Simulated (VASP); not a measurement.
# Cs7VPb8Br24 (a cell with a defect) in VASP: single point with PBEsol

Aim: the single point of Cs7VPb8Br24 (a cell with a defect) with PBEsol.

All numbers are computed with VASP 6.6.1; they aren't measurements. Logs are shortened: lines on timing, memory, paths and dates and some standing lists are left out, and cuts for length are marked.

### Step 1. The cell of the first run

The cell holds a defect, 40 atoms: a = 11.763 Å, b = 11.763 Å, c = 11.763 Å, α = 90.00°, β = 90.00°, γ = 90.00°.

### Step 2. Single point, PBEsol

INCAR

```
ALGO = Normal
EDIFF = 1E-6
ENCUT = 520
GGA = PS
ISIF = 2
ISMEAR = -1
ISYM = 0
LASPH = T
LCHARG = T
LELF = T
LREAL = Auto
LVHAR = T
LWAVE = F
NBANDS = 204
NELECT = 354.0
NELM = 80
PREC = Accurate
SIGMA = 0.05
```

KPOINTS

```
Automatic mesh
0
Gamma
  1 1 1
  0.25 0.25 0.25
```

POSCAR

```
Cs7VPb8Br24
1.0
   11.7633300000      0.0000000000      0.0000000000
    0.0000000000     11.7633300000      0.0000000000
    0.0000000000      0.0000000000     11.7633300000
Cs V Pb Br
7 1 8 24
Direct
    0.0148620000      0.0015950000      0.0165010000
    0.0213100000      0.0024350000      0.4713570000
    0.0298010000      0.5008210000      0.0285070000
    0.0322890000      0.4995670000      0.4709850000
    0.4717610000      0.9989850000      0.0180470000
    0.4623950000      0.0003270000      0.4619770000
    0.4734730000      0.5025230000      0.0324300000
    0.6463230000      0.5004460000      0.6460170000
    0.2466920000      0.2518790000      0.2448270000
    0.2386160000      0.2523680000      0.7419740000
    0.2462150000      0.7499210000      0.2448410000
    0.2383840000      0.7501810000      0.7416660000
    0.7432000000      0.2507070000      0.2390140000
    0.7573000000      0.2286280000      0.7593310000
    0.7433390000      0.7486460000      0.2405320000
    0.7601120000      0.7721250000      0.7592060000
    0.2448920000      0.2567020000      0.9921940000
    0.2351450000      0.2346570000      0.4943490000
    0.2502740000      0.7435760000      0.9921130000
    0.2309170000      0.7676780000      0.4942420000
    0.7456430000      0.1817060000      0.0026350000
    0.7288700000      0.3510380000      0.5241920000
    0.7433180000      0.8155950000      0.0030990000
    0.7365700000      0.6489480000      0.5254510000
    0.9937660000      0.2563790000      0.2470120000
    0.0016460000      0.1855470000      0.7423130000
    0.9935580000      0.7438750000      0.2439740000
    0.0029690000      0.8212510000      0.7460550000
    0.4959760000      0.2328640000      0.2307040000
    0.5251430000      0.3532640000      0.7366000000
    0.4955930000      0.7682200000      0.2345610000
    0.5251390000      0.6503560000      0.7298080000
    0.2371220000      0.0008210000      0.2356930000
    0.3012740000      0.0013010000      0.7487240000
    0.2472330000      0.5007900000      0.2461740000
    0.1759300000      0.5016360000      0.7463900000
    0.7505720000      0.9996770000      0.3028990000
    0.6885590000      0.9997490000      0.6937540000
    0.7483820000      0.4996150000      0.1777670000
    0.7902310000      0.4996560000      0.7895420000
```

Potentials or basis: VASP PAW PBE potentials, release 64 (Cs_sv, V_sv, Pb_d, Br).

The run is started by

```
> cat potpaw_PBE.64/Cs_sv/POTCAR potpaw_PBE.64/V_sv/POTCAR potpaw_PBE.64/Pb_d/POTCAR potpaw_PBE.64/Br/POTCAR > POTCAR
> mpirun -np 1 vasp_std > vasp.out
```

OUTCAR:

```text
EDIFF = 1E-6
   ENCUT = 520
   GGA = PS
   ISIF = 2
   ISMEAR = -1
   ISYM = 0
   LASPH = T
   LREAL = Auto
   NELECT = 354.0
   NELM = 80
   PREC = Accurate

 ion  position               nearest neighbor table
   1  0.015  0.002  0.017-
   2  0.021  0.002  0.471-
   3  0.030  0.501  0.029-
   4  0.032  0.500  0.471-
   5  0.472  0.999  0.018-
   6  0.462  0.000  0.462-
   7  0.473  0.503  0.032-
   8  0.646  0.500  0.646-  40 2.39  22 2.47  32 2.47  30 2.48  24 2.49
   9  0.247  0.252  0.245-  35 2.93  18 2.95  29 2.95  33 2.96  17 2.97  25 2.98
  10  0.239  0.252  0.742-  26 2.90  18 2.92  17 2.94  36 3.02  34 3.05
  11  0.246  0.750  0.245-  35 2.93  31 2.94  20 2.95  33 2.96  27 2.97  19 2.97
  12  0.238  0.750  0.742-  28 2.89  20 2.92  19 2.95  36 3.02  34 3.05
  13  0.743  0.251  0.239-  21 2.90  29 2.92  25 2.95  39 3.02  37 3.05
  14  0.757  0.229  0.759-  38 2.92  21 2.92  26 2.93  30 3.11  22 3.14  40 3.23
  15  0.743  0.749  0.241-  23 2.90  31 2.92  27 2.94  39 3.02  37 3.04
  16  0.760  0.772  0.759-  38 2.91  28 2.92  23 2.92  24 3.12  32 3.13  40 3.24
  17  0.245  0.257  0.992-  10 2.94   9 2.97
  18  0.235  0.235  0.494-  10 2.92   9 2.95
  19  0.250  0.744  0.992-  12 2.95  11 2.97
  20  0.231  0.768  0.494-  12 2.92  11 2.95
  21  0.746  0.182  0.003-  13 2.90  14 2.92
  22  0.729  0.351  0.524-   8 2.47  14 3.14
[... 15 lines left out ...]
  38  0.689  1.000  0.694-  16 2.91  14 2.92
  39  0.748  0.500  0.178-  13 3.02  15 3.02
  40  0.790  0.500  0.790-   8 2.39  14 3.23  16 3.24

IMPORTANT INFORMATION: All symmetrisations will be switched off!
NOSYMM: (Re-)initialisation of all symmetry stuff for point group C_1.

----------------------------------------------------------------------------------------

                                     Primitive cell

  volume of cell :    1627.7618

  direct lattice vectors                    reciprocal lattice vectors
    11.763330000  0.000000000  0.000000000     0.085009942  0.000000000  0.000000000
     0.000000000 11.763330000  0.000000000     0.000000000  0.085009942  0.000000000
     0.000000000  0.000000000 11.763330000     0.000000000  0.000000000  0.085009942

  length of vectors
    11.763330000 11.763330000 11.763330000     0.085009942  0.085009942  0.085009942

  position of ions in fractional coordinates (direct lattice)
     0.014862000  0.001595000  0.016501000
     0.021310000  0.002435000  0.471357000
     0.029801000  0.500821000  0.028507000
     0.032289000  0.499567000  0.470985000
     0.471761000  0.998985000  0.018047000
     0.462395000  0.000327000  0.461977000
[... 32 lines left out ...]
     0.748382000  0.499615000  0.177767000
     0.790231000  0.499656000  0.789542000

  ion indices of the primitive-cell ions
   primitive index   ion index
                 1           1
                 2           2
                 3           3
                 4           4
                 5           5
                 6           6
[... 32 lines left out ...]
                39          39
                40          40

----------------------------------------------------------------------------------------

 KPOINTS: Automatic mesh

Automatic generation of k-mesh.
 Grid dimensions read from file:
 generate k-points for:    1    1    1

 Generating k-lattice:

  Cartesian coordinates                     Fractional coordinates (reciprocal lattice)
     0.085009942  0.000000000  0.000000000     1.000000000  0.000000000  0.000000000
     0.000000000  0.085009942  0.000000000     0.000000000  1.000000000  0.000000000
     0.000000000  0.000000000  0.085009942     0.000000000  0.000000000  1.000000000

  Length of vectors
     0.085009942  0.085009942  0.085009942

  Shift w.r.t. Gamma in fractional coordinates (k-lattice)
     0.250000000  0.250000000  0.250000000

 Subroutine IBZKPT returns following result:
 ===========================================

 Found      4 irreducible k-points:

 Following reciprocal coordinates:
            Coordinates               Weight
  0.250000  0.250000  0.250000      2.000000
 -0.250000  0.250000  0.250000      2.000000
 -0.250000 -0.250000  0.250000      2.000000
  0.250000 -0.250000  0.250000      2.000000
   k-points           NKPTS =      4   k-points in BZ     NKDIM =      4   number of bands    NBANDS=    204
   number of dos      NEDOS =    301   number of ions     NIONS =     40
   total plane-waves  NPLWV = 729000
   dimension x,y,z NGX =    90 NGY =   90 NGZ =   90
   dimension x,y,z NGXF=   180 NGYF=  180 NGZF=  180
   ions per type =               7   1   8  24
   NGX,Y,Z   is equivalent  to a cutoff of  12.72, 12.72, 12.72 a.u.
   NGXF,Y,Z  is equivalent  to a cutoff of  25.44, 25.44, 25.44 a.u.
 SYSTEM =  unknown system
   PREC   = accura    normal or accurate (medium, high low for compatibility)
   ISTART =      0    job   : 0-new  1-cont  2-samecut
   ICHARG =      2    charge: 1-file 2-atom 10-const
   ISPIN  =      1    spin polarized calculation?
   LNONCOLLINEAR =      F non collinear calculations
   LSORBIT =      F    spin-orbit coupling
   LASPH  =      T    aspherical Exc in radial PAW
   ENCUT  =  520.0 eV  38.22 Ry    6.18 a.u.  21.87 21.87 21.87*2*pi/ulx,y,z
   NELM   =     80;   NELMIN=  2; NELMDL= -5     # of ELM steps
   EDIFF  = 0.1E-05   stopping-criterion for ELM
   LREAL  =      T    real-space projection
   EDIFFG = 0.1E-04   stopping-criterion for IOM
   NSW    =      0    number of steps for IOM
   IBRION =     -1    ionic relax: 0-MD 1-quasi-New 2-CG
   NFREE  =      0    steps in history (QN), initial steepest desc. (CG)
   ISIF   =      2    stress and relaxation
   ISYM   =      0    0-nonsym 1-usesym 2-fastsym
   POTIM  = 0.5000    time-step for ionic-motion
   TEBEG  =    0.0;   TEEND  =   0.0 temperature during run
   PSTRESS=    0.0 pullay stress
   NELECT =     354.0000    total number of electrons
   NUPDOWN=      -1.0000    fix difference up-down
   EMIN   =  10.00;   EMAX   =-10.00  energy-range for DOS
   EFERMI =   0.00;   METHOD = LEGACY
   ISMEAR =    -1;   SIGMA  =   0.05  broadening in eV -4-tet -1-fermi 0-gaus
   EFERMI_NEDOS =   21; number of points for ismear=-14 and -15
   IALGO  =     38    algorithm
   IMIX   =      4    mixing-type and parameters
     AMIX     =   0.40;   BMIX     =  1.00
     AMIX_MAG =   1.60;   BMIX_MAG =  1.00
  volume/ion in A,a.u.               =      40.69       274.62
  Fermi-wavevector in a.u.,A,eV,Ry     =   0.984492  1.860421 13.187107  0.969225
  Thomas-Fermi vector in A             =   2.115729
   LORBIT       =      0    0 simple, 1 ext, 2 COOP (PROOUT), +10 PAW based schemes
   GGA     = PS    functional components
   LHFCALC =     F    Hartree Fock is set to
   AEXX    =    0.0000 exact exchange contribution
   IVDW    =     0    specifies the selected vdW correction
   LEPSILON=     F    determine dielectric tensor
   LRPA    =     F    only Hartree local field effects (RPA)
 non-spin polarized calculation
  energy-cutoff  :      520.00
  volume of cell :     1627.76
 maximum number of plane-waves:     43828
 NGX is ok and might be reduce to    90
   NGX = 43   NGY = 43   NGZ = 43

 number of electron     353.9999988 magnetization

 Free energy of the ion-electron system (eV)
  ---------------------------------------------------
  ext. energy  EPLUGINS =         0.00000000
  ---------------------------------------------------
  free energy    TOTEN  =      -141.92821049 eV

  energy without entropy =     -141.73897812  energy(sigma->0) =     -141.83359431

 E-fermi :   1.2513     XC(G=0):  -7.6329

 val. band max:       -0.0087878042   @ k =   0.2500  -0.2500   0.2500
 cond. band min:       1.2712299278   @ k =  -0.2500  -0.2500   0.2500
 fundamental gap:      1.2800177320
 Fermi energy:         1.2512577257

 k-point     1 :       0.2500    0.2500    0.2500
  band No.  band energies     occupation
      1     -63.6794      2.00000
      2     -37.7319      2.00000
      3     -37.6373      2.00000
      4     -37.5709      2.00000
      5     -19.9822      2.00000
      6     -19.9809      2.00000
[... 181 lines left out ...]
    188       3.3478      0.00000
    189       3.4846      0.00000

 k-point     2 :      -0.2500    0.2500    0.2500
  band No.  band energies     occupation
      1     -63.6794      2.00000
      2     -37.7319      2.00000
      3     -37.6373      2.00000
      4     -37.5709      2.00000
      5     -19.9822      2.00000
      6     -19.9809      2.00000
[... 181 lines left out ...]
    188       3.4015      0.00000
    189       3.4575      0.00000

 k-point     3 :      -0.2500   -0.2500    0.2500
  band No.  band energies     occupation
      1     -63.6794      2.00000
      2     -37.7319      2.00000
      3     -37.6373      2.00000
      4     -37.5709      2.00000
      5     -19.9822      2.00000
      6     -19.9809      2.00000
[... 181 lines left out ...]
    188       3.3968      0.00000
    189       3.4644      0.00000

 k-point     4 :       0.2500   -0.2500    0.2500
  band No.  band energies     occupation
      1     -63.6794      2.00000
      2     -37.7319      2.00000
      3     -37.6373      2.00000
      4     -37.5709      2.00000
      5     -19.9822      2.00000
      6     -19.9809      2.00000
[... 181 lines left out ...]
    188       3.3484      0.00000
    189       3.4850      0.00000
 [bands above 189 left out]

------------------------ aborting loop because EDIFF is reached ----------------------------------------

  FORCE on cell =-STRESS in cart. coord.  units (eV):
  Direction    XX          YY          ZZ          XY          YZ          ZX
  --------------------------------------------------------------------------------------
  -------------------------------------------------------------------------------------
  Total      -14.7928538    -19.4434565    -14.8844936     -0.0638465      0.1088850      0.9484066
  in kB      -14.5603464    -19.1378530    -14.6505458     -0.0628430      0.1071736      0.9334999
  external PRESSURE =     -16.1162484 kB  Pullay stress =       0.0000000 kB

 VOLUME and BASIS-vectors are now :
 -----------------------------------------------------------------------------
  energy-cutoff  :      520.00
  volume of cell :     1627.76
      direct lattice vectors                 reciprocal lattice vectors
    11.763330000  0.000000000  0.000000000     0.085009942  0.000000000  0.000000000
     0.000000000 11.763330000  0.000000000     0.000000000  0.085009942  0.000000000
     0.000000000  0.000000000 11.763330000     0.000000000  0.000000000  0.085009942

 POSITION                                       TOTAL-FORCE (eV/Angst)
 -----------------------------------------------------------------------------------
      0.17483      0.01876      0.19411         0.000115     -0.000767     -0.004508
      0.25068      0.02864      5.54473        -0.004505     -0.002971      0.001812
      0.35056      5.89132      0.33534        -0.012189     -0.001705     -0.010549
      0.37983      5.87657      5.54035        -0.004006      0.001181      0.000687
      5.54948     11.75139      0.21229         0.003578      0.001937      0.000286
      5.43930      0.00385      5.43439         0.005730      0.000506      0.004070
[... 32 lines left out ...]
      8.80346      5.87714      2.09113         0.007954      0.000106      0.003732
      9.29575      5.87762      9.28764         0.045038      0.004426      0.035430
 -----------------------------------------------------------------------------------
    total drift:                                0.009378      0.010325      0.041150

  FREE ENERGIE OF THE ION-ELECTRON SYSTEM (eV)
  ---------------------------------------------------
  free  energy   TOTEN  =      -141.9282104914 eV

  energy  without entropy=     -141.7389781231  energy(sigma->0) =     -141.83359431
```

Wall time 60 min (1 thread of Intel Xeon Platinum 8259CL at 2.50GHz (Skylake/Cascade Lake), shared host); peak memory 1.9 GiB.

Results:

```
Free energy   : -141.9282 eV
Largest force : 0.057 eV/Å
```

Forces in eV/Å, atoms in the order of the input:
```
Cs   0.000 -0.001 -0.005
Cs  -0.005 -0.003  0.002
Cs  -0.012 -0.002 -0.011
Cs  -0.004  0.001  0.001
Cs   0.004  0.002  0.000
Cs   0.006  0.001  0.004
Cs   0.004 -0.005 -0.005
V   -0.017  0.038 -0.010
Pb  -0.010 -0.010 -0.008
Pb   0.003  0.001  0.002
Pb  -0.005  0.003 -0.001
Pb   0.014 -0.003  0.014
Pb  -0.010  0.008  0.001
Pb   0.005 -0.006 -0.009
Pb  -0.009  0.003 -0.004
Pb  -0.021 -0.004 -0.016
Br   0.013  0.001  0.011
Br  -0.002  0.009 -0.004
Br   0.000  0.005  0.002
Br   0.008 -0.002 -0.005
Br  -0.001  0.001 -0.002
Br   0.021 -0.015 -0.035
Br   0.002 -0.002  0.009
Br   0.003 -0.022 -0.015
Br   0.001 -0.002  0.007
Br   0.000 -0.005  0.000
Br   0.003  0.010  0.011
Br   0.001 -0.003  0.000
Br  -0.009  0.007  0.000
Br  -0.027 -0.003  0.003
Br   0.000 -0.013 -0.002
Br  -0.023 -0.001  0.018
Br  -0.006 -0.002 -0.003
Br  -0.002  0.004  0.001
Br   0.018 -0.001  0.008
Br   0.001 -0.003  0.005
Br   0.006  0.004 -0.004
Br  -0.002  0.003  0.000
Br   0.008  0.000  0.004
Br   0.045  0.004  0.035
```

Caveat: the cell carries a net charge on a neutralising background, which shifts energy and pressure; the cell is charged against a uniform background, so pressure and absolute levels hang on convention; the PAW data sets were made with another functional, which shifts forces and pressure a little; spin-orbit coupling is left out, which moves the levels of the heavy elements.
